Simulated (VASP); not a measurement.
# BN (I-4m2) in VASP: single point with HSE06

Aim: the single point of BN with HSE06.

Program: VASP 6.6.1. These are calculated values, not measurements. Logs are shortened: lines on timing, memory, paths and dates and some standing lists are left out, and cuts for length are marked.

## (1) The cell of the first run

It takes space group I-4m2 (No. 119, tetragonal). The conventional cell has a = 2.552 Å, b = 2.552 Å, c = 3.748 Å, α = 90.00°, β = 90.00°, γ = 90.00°. B (site symmetry -4m2) has 4 N at 1.58 Å within 2.1 Å. Within 2.1 Å of N (site symmetry -4m2) lie 4 B at 1.58 Å.

## (2) Single point, HSE06 (uniaxial z strain +3.8%)

POSCAR

```
BN
1.0
    0.0000000000      1.8048254535      1.8739502684
    1.8048254535      0.0000000000      1.8739502684
    1.8048254535      1.8048254535      0.0000000000
B N
1 1
Direct
    0.0000000000      0.0000000000      0.0000000000
    0.2500000000      0.2500000000      0.2500000000
```

INCAR.step1

```
SYSTEM = BN
  PREC = Accurate
  ENCUT = 520
  EDIFF = 1E-5
  ISMEAR = 0
  SIGMA = 0.01
  LREAL = .False.
  LASPH = .True.
  NELM = 80
  ALGO = Normal
  ISIF = 2
  LWAVE = .True.
  NBANDS = 11
  GGA = PE
```

INCAR.step2

```
SYSTEM = BN
  PREC = Accurate
  ENCUT = 520
  EDIFF = 1E-6
  ISMEAR = 0
  SIGMA = 0.01
  LREAL = .False.
  LASPH = .True.
  NELM = 80
  ALGO = Normal
  ISIF = 2
  LWAVE = .False.
  LCHARG = .True.
  GGA = PE
  LHFCALC = .True.
  HFSCREEN = 0.2079
  PRECFOCK = Normal
  LELF = .True.
  LVHAR = .True.
  NBANDS = 11
  ISTART = 1
```

KPOINTS

```
Automatic mesh
0
Gamma
  8 8 8
  0 0 0
```

Potentials or basis: VASP PAW PBE potentials, release 64 (B, N).

Started as:

```console
$ cat potpaw_PBE.64/B/POTCAR potpaw_PBE.64/N/POTCAR > POTCAR
$ cp INCAR.step1 INCAR
$ mpirun -np 1 vasp_std > vasp.out
$ cp INCAR.step2 INCAR
$ mpirun -np 1 vasp_std > vasp.out
```

OUTCAR:

```text
SYSTEM = BN
   PREC = Accurate
   ENCUT = 520
   EDIFF = 1E-6
   ISMEAR = 0
   LREAL = .False.
   LASPH = .True.
   NELM = 80
   ISIF = 2
   GGA = PE
   LHFCALC = .True.
   HFSCREEN = 0.2079
   PRECFOCK = Normal
   ISTART = 1

 ion  position               nearest neighbor table
   1  0.000  0.000  0.000-   2 1.58   2 1.58   2 1.58   2 1.58
   2  0.250  0.250  0.250-   1 1.58   1 1.58   1 1.58   1 1.58

  LATTYP: Found a body centered tetragonal cell.
 ALAT       =     2.5524086341
 C/A-ratio  =     1.4683779418

  Lattice vectors:

 A1 = (  -1.8048254535,   0.0000000000,   1.8739502684)
 A2 = (   1.8048254535,   0.0000000000,   1.8739502684)
 A3 = (   0.0000000000,   1.8048254535,  -1.8739502684)

Analysis of symmetry for initial positions (statically):
=====================================================================
 Subroutine PRICEL returns:
 Original cell was already a primitive cell.

 Routine SETGRP: Setting up the symmetry group for a
 body centered tetragonal supercell.

 Subroutine GETGRP returns: Found  8 space group operations
 (whereof  8 operations were pure point group operations)
 out of a pool of 16 trial point group operations.

The static configuration has the point symmetry D_2d.

Analysis of symmetry for dynamics (positions and initial velocities):
=====================================================================
 Subroutine PRICEL returns:
 Original cell was already a primitive cell.

 Routine SETGRP: Setting up the symmetry group for a
 body centered tetragonal supercell.

 Subroutine GETGRP returns: Found  8 space group operations
 (whereof  8 operations were pure point group operations)
 out of a pool of 16 trial point group operations.

The dynamic configuration has the point symmetry D_2d.

 Subroutine INISYM returns: Found  8 space group operations
 (whereof  8 operations are pure point group operations),
 and found     1 'primitive' translations

----------------------------------------------------------------------------------------

                                     Primitive cell

  volume of cell :      12.2084

  direct lattice vectors                    reciprocal lattice vectors
     0.000000000  1.804825453  1.873950268    -0.277035100  0.277035100  0.266816045
     1.804825453  0.000000000  1.873950268     0.277035100 -0.277035100  0.266816045
     1.804825453  1.804825453  0.000000000     0.277035100  0.277035100 -0.266816045

  length of vectors
     2.601746438  2.601746438  2.552408634     0.474012337  0.474012337  0.474012337

  position of ions in fractional coordinates (direct lattice)
     0.000000000  0.000000000  0.000000000
     0.250000000  0.250000000  0.250000000

  ion indices of the primitive-cell ions
   primitive index   ion index
                 1           1
                 2           2

----------------------------------------------------------------------------------------

 KPOINTS: Automatic mesh

Automatic generation of k-mesh.
 Grid dimensions read from file:
 generate k-points for:    8    8    8

 Generating k-lattice:

  Cartesian coordinates                     Fractional coordinates (reciprocal lattice)
    -0.034629388  0.034629388  0.033352006     0.125000000 -0.000000000  0.000000000
     0.034629388 -0.034629388  0.033352006    -0.000000000  0.125000000  0.000000000
     0.034629388  0.034629388 -0.033352006     0.000000000  0.000000000  0.125000000

  Length of vectors
     0.059251542  0.059251542  0.059251542

  Shift w.r.t. Gamma in fractional coordinates (k-lattice)
     0.000000000  0.000000000  0.000000000

 Subroutine IBZKPT returns following result:
 ===========================================

 Found     59 irreducible k-points:

 Following reciprocal coordinates:
            Coordinates               Weight
  0.000000  0.000000  0.000000      1.000000
  0.125000  0.000000  0.000000      8.000000
  0.250000  0.000000  0.000000      8.000000
  0.375000 -0.000000  0.000000      8.000000
  0.500000  0.000000  0.000000      4.000000
  0.125000  0.125000  0.000000      2.000000
[... 16 lines left out ...]
  0.250000 -0.000000  0.125000     16.000000
  0.375000 -0.000000  0.125000     16.000000
 [... further k-points ...]
   k-points           NKPTS =     59   k-points in BZ     NKDIM =    512   number of bands    NBANDS=     11
   number of dos      NEDOS =    301   number of ions     NIONS =      2
   total plane-waves  NPLWV =   8000
   dimension x,y,z NGX =    20 NGY =   20 NGZ =   20
   dimension x,y,z NGXF=    40 NGYF=   40 NGZF=   40
   ions per type =               1   1
   NGX,Y,Z   is equivalent  to a cutoff of  12.78, 12.78, 13.03 a.u.
   NGXF,Y,Z  is equivalent  to a cutoff of  25.56, 25.56, 26.05 a.u.
 SYSTEM =  BN
   PREC   = accura    normal or accurate (medium, high low for compatibility)
   ISTART =      1    job   : 0-new  1-cont  2-samecut
   ICHARG =      0    charge: 1-file 2-atom 10-const
   ISPIN  =      1    spin polarized calculation?
   LNONCOLLINEAR =      F non collinear calculations
   LSORBIT =      F    spin-orbit coupling
   LASPH  =      T    aspherical Exc in radial PAW
   ENCUT  =  520.0 eV  38.22 Ry    6.18 a.u.   4.84  4.84  4.75*2*pi/ulx,y,z
   NELM   =     80;   NELMIN=  2; NELMDL=  0     # of ELM steps
   EDIFF  = 0.1E-05   stopping-criterion for ELM
   LREAL  =      F    real-space projection
   EDIFFG = 0.1E-04   stopping-criterion for IOM
   NSW    =      0    number of steps for IOM
   IBRION =     -1    ionic relax: 0-MD 1-quasi-New 2-CG
   NFREE  =      0    steps in history (QN), initial steepest desc. (CG)
   ISIF   =      2    stress and relaxation
   ISYM   =      3    0-nonsym 1-usesym 2-fastsym
   POTIM  = 0.5000    time-step for ionic-motion
   TEBEG  =    0.0;   TEEND  =   0.0 temperature during run
   PSTRESS=    0.0 pullay stress
   NELECT =       8.0000    total number of electrons
   NUPDOWN=      -1.0000    fix difference up-down
   EMIN   =  10.00;   EMAX   =-10.00  energy-range for DOS
   EFERMI =   0.00;   METHOD = LEGACY
   ISMEAR =     0;   SIGMA  =   0.01  broadening in eV -4-tet -1-fermi 0-gaus
   EFERMI_NEDOS =   21; number of points for ismear=-14 and -15
   IALGO  =     38    algorithm
   IMIX   =      1    mixing-type and parameters
     AMIX     =   0.40;   BMIX     =  1.00
     AMIX_MAG =   1.60;   BMIX_MAG =  1.00
  volume/ion in A,a.u.               =       6.10        41.19
  Fermi-wavevector in a.u.,A,eV,Ry     =   1.421953  2.687102 27.510316  2.021951
  Thomas-Fermi vector in A             =   2.542708
   LORBIT       =      0    0 simple, 1 ext, 2 COOP (PROOUT), +10 PAW based schemes
   GGA     = PE    functional components
   LHFCALC =     T    Hartree Fock is set to
   PRECFOCK=normal    Normal, Fast or Accurate (Low or Medium for compatibility)
   ENCUT4O =  -1.0   cutoff for four orbital integrals eV
   NKREDX  =     1    reduce k-point grid by
   NKREDY  =     1    reduce k-point grid by
   NKREDZ  =     1    reduce k-point grid by
   AEXX    =    0.2500 exact exchange contribution
   HFSCREEN=    0.2079 screening length (either q_TF or 0.3 A-1)
   HFSCREENC=   0.2079 screening length for correlation (either q_TF or 0.3 A-1)
   ENCUTFOCK=  -1.0 apply spherical cutoff to Coloumb kernel
   IVDW    =     0    specifies the selected vdW correction
   LEPSILON=     F    determine dielectric tensor
   LRPA    =     F    only Hartree local field effects (RPA)
 non-spin polarized calculation
 Gauss-broadening in eV      SIGMA  =   0.01
  energy-cutoff  :      520.00
  volume of cell :       12.21
 maximum number of plane-waves:       342
  NGX = 16; NGY = 16; NGZ = 16

 number of electron       8.0000000 magnetization

 Free energy of the ion-electron system (eV)
  ---------------------------------------------------
  ext. energy  EPLUGINS =         0.00000000
  ---------------------------------------------------
  free energy    TOTEN  =       -20.27409146 eV

  energy without entropy =      -20.27409146  energy(sigma->0) =      -20.27409146

 E-fermi :   6.4968     XC(G=0): -10.3647

 val. band max:        6.2845693176   @ k =   0.0000   0.0000   0.0000
 cond. band min:      11.6762411930   @ k =   0.5000   0.0000   0.5000
 fundamental gap:      5.3916718754
 Fermi energy:         6.4967610176

 k-point     1 :       0.0000    0.0000    0.0000
  band No.  band energies     occupation
      1     -15.5624      2.00000
      2       5.8912      2.00000
      3       6.2846      2.00000
      4       6.2846      2.00000
      5      16.4561      0.00000
      6      16.4561      0.00000
      7      16.7253      0.00000
      8      17.7042      0.00000
      9      32.2465      0.00000
     10      34.3207      0.00000
     11      34.8014      0.00000

 k-point     2 :       0.1250    0.0000    0.0000
  band No.  band energies     occupation
      1     -15.1645      2.00000
      2       4.1613      2.00000
      3       5.6155      2.00000
      4       5.9252      2.00000
      5      16.6592      0.00000
      6      17.0646      0.00000
      7      17.3118      0.00000
      8      19.0821      0.00000
      9      31.3848      0.00000
     10      32.0784      0.00000
     11      32.9488      0.00000

 k-point     3 :       0.2500    0.0000    0.0000
  band No.  band energies     occupation
      1     -14.0126      2.00000
      2       0.3348      2.00000
      3       4.7561      2.00000
      4       5.2071      2.00000
      5      16.9467      0.00000
      6      18.1463      0.00000
      7      18.2336      0.00000
      8      21.3534      0.00000
      9      30.5774      0.00000
     10      31.4885      0.00000
     11      31.6032      0.00000
[... 267 lines left out ...]
 k-point    23 :       0.2500   -0.0000    0.1250
  band No.  band energies     occupation
      1     -14.1054      2.00000
      2       1.6444      2.00000
      3       3.9646      2.00000
      4       4.7358      2.00000
      5      15.7823      0.00000
      6      18.7370      0.00000
      7      19.5836      0.00000
      8      20.4562      0.00000
      9      27.5166      0.00000
     10      33.7176      0.00000
     11      34.3718      0.00000

 k-point    24 :       0.3750   -0.0000    0.1250
  band No.  band energies     occupation
      1     -12.5658      2.00000
      2      -2.0221      2.00000
      3       3.3407      2.00000
      4       3.9517      2.00000
      5      16.4040      0.00000
      6      19.1295      0.00000
      7      20.1575      0.00000
      8      21.6316      0.00000
      9      28.5209      0.00000
     10      33.5334      0.00000
     11      35.1024      0.00000

 [... further k-points ...]

------------------------ aborting loop because EDIFF is reached ----------------------------------------

  FORCE on cell =-STRESS in cart. coord.  units (eV):
  Direction    XX          YY          ZZ          XY          YZ          ZX
  --------------------------------------------------------------------------------------
  -------------------------------------------------------------------------------------
  Total       -0.7177559     -0.7177559     -2.6027216      0.0000000      0.0000000      0.0000000
  in kB      -94.1952203    -94.1952203   -341.5700861      0.0000000      0.0000000      0.0000000
  external PRESSURE =    -176.6535089 kB  Pullay stress =       0.0000000 kB

 VOLUME and BASIS-vectors are now :
 -----------------------------------------------------------------------------
  energy-cutoff  :      520.00
  volume of cell :       12.21
      direct lattice vectors                 reciprocal lattice vectors
     0.000000000  1.804825453  1.873950268    -0.277035100  0.277035100  0.266816045
     1.804825453  0.000000000  1.873950268     0.277035100 -0.277035100  0.266816045
     1.804825453  1.804825453  0.000000000     0.277035100  0.277035100 -0.266816045

 POSITION                                       TOTAL-FORCE (eV/Angst)
 -----------------------------------------------------------------------------------
      0.00000      0.00000      0.00000         0.000000      0.000000     -0.000000
      0.90241      0.90241      0.93698        -0.000000     -0.000000      0.000000
 -----------------------------------------------------------------------------------
    total drift:                               -0.000000     -0.000000      0.000001

  FREE ENERGIE OF THE ION-ELECTRON SYSTEM (eV)
  ---------------------------------------------------
  free  energy   TOTEN  =       -20.2740914642 eV

  energy  without entropy=      -20.2740914642  energy(sigma->0) =      -20.27409146
```

Run time: 33 min. Hardware: 1 thread of Intel Xeon 8259CL, shared host; peak memory 0.2 GiB.

What came out:

| Item | Value |
| --- | --- |
| Free energy | -20.2741 eV |
| Pressure | -17.7 GPa |
| Band gap on the k mesh | 5.39 eV (least direct gap 10.17 eV) |

Stress tensor (GPa, compression positive):
```
 -9.42   0.00   0.00
  0.00  -9.42   0.00
  0.00   0.00 -34.16
```

Levels at points of the mesh, in eV from the valence-band top:
```csv
k point,band 2,band 3,band 4,band 5,band 6,band 7
"(0.00, 0.00, 0.00)",-0.39,0.00,0.00,10.17,10.17,10.44
"(0.50, 0.00, 0.00)",-11.44,-2.47,-1.87,10.84,12.38,12.41
"(0.50, 0.50, 0.00)",-10.04,-4.92,-4.92,6.04,11.00,19.71
"(0.50, 0.00, 0.50)",-9.48,-5.45,-5.42,5.39,10.12,19.46
```

Caveat: the cell differs from its parent crystal (uniaxial z strain +3.8%); the stress differs along the axes, from -34 to -9 GPa; the PAW data sets were made with another functional, which shifts forces and pressure a little.
